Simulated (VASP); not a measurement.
# KCl (Pm-3m) in VASP: single point with PBE+U

Aim: the single point of KCl with PBE+U.

Program: VASP 6.6.1. These are calculated values, not measurements. Logs are shortened: lines on timing, memory, paths and dates and some standing lists are left out, and cuts for length are marked.

## Step 1: The cell of the first run

It takes space group Pm-3m (No. 221, cubic). The conventional cell has a = 3.839 Å, b = 3.839 Å, c = 3.839 Å, α = 90.00°, β = 90.00°, γ = 90.00°. Within 4.4 Å of K (site symmetry m-3m) lie 8 Cl at 3.32 Å and 6 K at 3.84 Å. Within 4.4 Å of Cl (site symmetry m-3m) lie 8 K at 3.32 Å and 6 Cl at 3.84 Å.

## Step 2: Single point, PBE+U

Contents of INCAR:

```
SYSTEM = KCl
PREC = Accurate
ENCUT = 500
EDIFF = 1E-6
ISMEAR = 0
SIGMA = 0.1
LREAL = .FALSE.
LASPH = .TRUE.
NELM = 200
ALGO = Normal
ISIF = 2
LWAVE = .FALSE.
LCHARG = .FALSE.
LDAU = .TRUE.
LDAUTYPE = 2
LDAUL = -1 1
LDAUU = 0 2.8
LDAUJ = 0 0
LDAUPRINT = 1
GGA = PE
NBANDS = 15
GGA_COMPAT = .FALSE.
```

Contents of KPOINTS:

```
regular mesh
0
G
  4 4 4
  0 0 0
```

Contents of POSCAR:

```
KCl
1.0
    3.8391960000      0.0000000000      0.0000000000
    0.0000000000      3.8391960000      0.0000000000
    0.0000000000      0.0000000000      3.8391960000
K Cl
1 1
Direct
    0.0000000000      0.0000000000      0.0000000000
    0.5000000000      0.5000000000      0.5000000000
```

Potentials or basis: VASP PAW PBE potentials, release 64 (K_sv, Cl).

On the command line:

```bash
$ cat potpaw_PBE.64/K_sv/POTCAR potpaw_PBE.64/Cl/POTCAR > POTCAR
$ mpirun -np 1 vasp_std > vasp.out
```

OUTCAR:

```text
SYSTEM = KCl
   PREC = Accurate
   ENCUT = 500
   EDIFF = 1E-6
   ISMEAR = 0
   LREAL = .FALSE.
   LASPH = .TRUE.
   NELM = 200
   ISIF = 2
   GGA = PE

 ion  position               nearest neighbor table
   1  0.000  0.000  0.000-
   2  0.500  0.500  0.500-

  LATTYP: Found a simple cubic cell.
 ALAT       =     3.8391960000

  Lattice vectors:

 A1 = (   3.8391960000,   0.0000000000,   0.0000000000)
 A2 = (   0.0000000000,   3.8391960000,   0.0000000000)
 A3 = (   0.0000000000,   0.0000000000,   3.8391960000)

Analysis of symmetry for initial positions (statically):
=====================================================================
 Subroutine PRICEL returns:
 Original cell was already a primitive cell.

 Routine SETGRP: Setting up the symmetry group for a
 simple cubic supercell.

 Subroutine GETGRP returns: Found 48 space group operations
 (whereof 48 operations were pure point group operations)
 out of a pool of 48 trial point group operations.

The static configuration has the point symmetry O_h .

Analysis of symmetry for dynamics (positions and initial velocities):
=====================================================================
 Subroutine PRICEL returns:
 Original cell was already a primitive cell.

 Routine SETGRP: Setting up the symmetry group for a
 simple cubic supercell.

 Subroutine GETGRP returns: Found 48 space group operations
 (whereof 48 operations were pure point group operations)
 out of a pool of 48 trial point group operations.

The dynamic configuration has the point symmetry O_h .

 Subroutine INISYM returns: Found 48 space group operations
 (whereof 48 operations are pure point group operations),
 and found     1 'primitive' translations

----------------------------------------------------------------------------------------

                                     Primitive cell

  volume of cell :      56.5875

  direct lattice vectors                    reciprocal lattice vectors
     3.839196000  0.000000000  0.000000000     0.260471203  0.000000000  0.000000000
     0.000000000  3.839196000  0.000000000     0.000000000  0.260471203  0.000000000
     0.000000000  0.000000000  3.839196000     0.000000000  0.000000000  0.260471203

  length of vectors
     3.839196000  3.839196000  3.839196000     0.260471203  0.260471203  0.260471203

  position of ions in fractional coordinates (direct lattice)
[... 76 lines left out ...]
   NUPDOWN=      -1.0000    fix difference up-down
   EMIN   =  10.00;   EMAX   =-10.00  energy-range for DOS
   EFERMI =   0.00;   METHOD = LEGACY
   ISMEAR =     0;   SIGMA  =   0.10  broadening in eV -4-tet -1-fermi 0-gaus
   EFERMI_NEDOS =   21; number of points for ismear=-14 and -15
   IALGO  =     38    algorithm
   IMIX   =      4    mixing-type and parameters
     AMIX     =   0.40;   BMIX     =  1.00
     AMIX_MAG =   1.60;   BMIX_MAG =  1.00
  volume/ion in A,a.u.               =      28.29       190.94
  Fermi-wavevector in a.u.,A,eV,Ry     =   1.074504  2.030517 15.708715  1.154558
  Thomas-Fermi vector in A             =   2.210334
   LORBIT       =      0    0 simple, 1 ext, 2 COOP (PROOUT), +10 PAW based schemes
 LDA+U is selected, type is set to LDAUTYPE =  2
   angular momentum for each species LDAUL =    -1    1
   U (eV)           for each species LDAUU =   0.0  2.8
   J (eV)           for each species LDAUJ =   0.0  0.0
   GGA     = PE    functional components
   LHFCALC =     F    Hartree Fock is set to
   AEXX    =    0.0000 exact exchange contribution
   IVDW    =     0    specifies the selected vdW correction
   LEPSILON=     F    determine dielectric tensor
   LRPA    =     F    only Hartree local field effects (RPA)
 non-spin polarized calculation
 Gauss-broadening in eV      SIGMA  =   0.10
  energy-cutoff  :      500.00
  volume of cell :       56.59
 maximum number of plane-waves:      1472
 NGX is ok and might be reduce to    28
   NGX = 13   NGY = 13   NGZ = 13

 number of electron      16.0000005 magnetization

 Free energy of the ion-electron system (eV)
  ---------------------------------------------------
  ext. energy  EPLUGINS =         0.00000000
  ---------------------------------------------------
  free energy    TOTEN  =        -4.64788891 eV

  energy without entropy =       -4.64788891  energy(sigma->0) =       -4.64788891

 E-fermi :  -0.4012     XC(G=0):  -8.0538

 val. band max:       -0.9382348309   @ k =   0.5000   0.5000   0.0000
 cond. band min:       3.9828438863   @ k =   0.0000   0.0000   0.0000
 fundamental gap:      4.9210787172
 Fermi energy:        -0.4012187053

 k-point     1 :       0.0000    0.0000    0.0000
  band No.  band energies     occupation
      1     -28.9322      2.00000
      2     -13.2776      2.00000
      3     -12.3174      2.00000
      4     -12.3174      2.00000
      5     -12.3174      2.00000
      6      -1.1367      2.00000
      7      -1.1367      2.00000
      8      -1.1367      2.00000
      9       3.9828      0.00000
     10       5.7368      0.00000
     11       5.7368      0.00000
     12       9.7919      0.00000
     13       9.7919      0.00000
     14       9.7919      0.00000
[... 149 lines left out ...]
      2     -12.8731      2.00000
      3     -12.4848      2.00000
      4     -12.4848      2.00000
      5     -12.4848      2.00000
      6      -2.2203      2.00000
      7      -2.2203      2.00000
      8      -2.2203      2.00000
      9       7.9890      0.00000
     10       7.9890      0.00000
     11       7.9890      0.00000
     12       9.0058      0.00000
     13       9.0058      0.00000
     14       9.0058      0.00000
     15      11.3638      0.00000

------------------------ aborting loop because EDIFF is reached ----------------------------------------

  FORCE on cell =-STRESS in cart. coord.  units (eV):
  Direction    XX          YY          ZZ          XY          YZ          ZX
  --------------------------------------------------------------------------------------
  -------------------------------------------------------------------------------------
  Total       -0.0662093     -0.0662093     -0.0662093     -0.0000000      0.0000000      0.0000000
  in kB       -1.8745991     -1.8745991     -1.8745991     -0.0000000      0.0000000      0.0000000
  external PRESSURE =      -1.8745991 kB  Pullay stress =       0.0000000 kB

 VOLUME and BASIS-vectors are now :
 -----------------------------------------------------------------------------
  energy-cutoff  :      500.00
  volume of cell :       56.59
      direct lattice vectors                 reciprocal lattice vectors
     3.839196000  0.000000000  0.000000000     0.260471203  0.000000000  0.000000000
     0.000000000  3.839196000  0.000000000     0.000000000  0.260471203  0.000000000
     0.000000000  0.000000000  3.839196000     0.000000000  0.000000000  0.260471203

 POSITION                                       TOTAL-FORCE (eV/Angst)
 -----------------------------------------------------------------------------------
      0.00000      0.00000      0.00000         0.000000      0.000000      0.000000
      1.91960      1.91960      1.91960         0.000000      0.000000      0.000000
 -----------------------------------------------------------------------------------
    total drift:                               -0.000000      0.000000      0.000000

  FREE ENERGIE OF THE ION-ELECTRON SYSTEM (eV)
  ---------------------------------------------------
  free  energy   TOTEN  =        -4.6478889121 eV

  energy  without entropy=       -4.6478889121  energy(sigma->0) =       -4.64788891
```

OSZICAR:

```text
N       E                     dE             d eps       ncg     rms          rms(c)
DAV:   1     0.104525529528E+03    0.10453E+03   -0.70454E+03   300   0.936E+02
DAV:   2     0.661975560701E+00   -0.10386E+03   -0.95354E+02   406   0.242E+02
DAV:   3    -0.481785923080E+01   -0.54798E+01   -0.54574E+01   405   0.498E+01
DAV:   4    -0.496771836980E+01   -0.14986E+00   -0.14984E+00   452   0.800E+00
DAV:   5    -0.496891372644E+01   -0.11954E-02   -0.11953E-02   433   0.746E-01    0.301E+00
DAV:   6    -0.468762764146E+01    0.28129E+00   -0.29940E-01   363   0.325E+00    0.261E+00
DAV:   7    -0.464646106006E+01    0.41167E-01   -0.96659E-02   384   0.209E+00    0.166E+00
DAV:   8    -0.464755743645E+01   -0.10964E-02   -0.17998E-02   389   0.103E+00    0.234E-01
DAV:   9    -0.464760906826E+01   -0.51632E-04   -0.87032E-04   398   0.203E-01    0.108E-01
DAV:  10    -0.464789014596E+01   -0.28108E-03   -0.39451E-04   342   0.162E-01    0.187E-02
DAV:  11    -0.464788759420E+01    0.25518E-05   -0.10022E-05   443   0.261E-02    0.698E-03
DAV:  12    -0.464788899066E+01   -0.13965E-05   -0.20717E-06   334   0.118E-02    0.285E-03
DAV:  13    -0.464788891207E+01    0.78591E-07   -0.11951E-07   276   0.302E-03
   1 F= -.46478889E+01 E0= -.46478889E+01  d E =-.790523E-15
```

It took 15 s on 1 thread of Intel Xeon 8259CL, shared host; peak memory 0.15 GiB.

Results:

| Property | Result |
| --- | --- |
| Free energy | -4.6479 eV |
| Pressure | -0.2 GPa |
| Band gap on the k mesh | 4.92 eV (least direct gap 5.12 eV) |

A k mesh can miss the band edges.
